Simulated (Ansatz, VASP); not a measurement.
**One calculation of Na, two programs**

```
CELL_PARAMETERS angstrom
6.69669 0.00000 0.00000
0.00000 6.69669 0.00000
0.00000 0.00000 6.69669
ATOMIC_POSITIONS crystal
Na 0.00000 0.00000 0.00000
Na 0.50000 0.25000 0.00000
Na 0.50000 0.75000 0.00000
Na 0.00000 0.50000 0.25000
Na 0.25000 0.00000 0.50000
Na 0.75000 0.00000 0.50000
Na 0.50000 0.50000 0.50000
Na 0.00000 0.50000 0.75000
```

Alike in both runs: functional PBE; k mesh 6 × 6 × 6; occupations gaussian, width 0.1 eV; no spin polarisation.

Ansatz relaxed the structure, and its values are those at the end. VASP's run is a single point on that final structure, the one shown.

```csv
,VASP,Ansatz
version,VASP 6.6.1,Ansatz 0.2.0
potentials or method,"VASP PAW PBE potentials, release 64 (Na_pv), cutoff 520 eV","scalar-relativistic, plane waves, PAW"
valence electrons in the cell,56,72
```

|  | VASP | Ansatz | Ansatz less VASP |
| --- | --- | --- | --- |
| gap on the k mesh at the Fermi level (eV) | none | none | - |
| pressure (GPa) | 0.0 | 0.0 | 0.00 |

A gap of «none» marks a metal or a gap that the smearing closes. The functional is the same, so the differences come from potentials, cutoffs and numerics. VASP's potentials hold 56 valence electrons a cell and Ansatz's 72, so a difference there can come from the potentials and not from the codes.
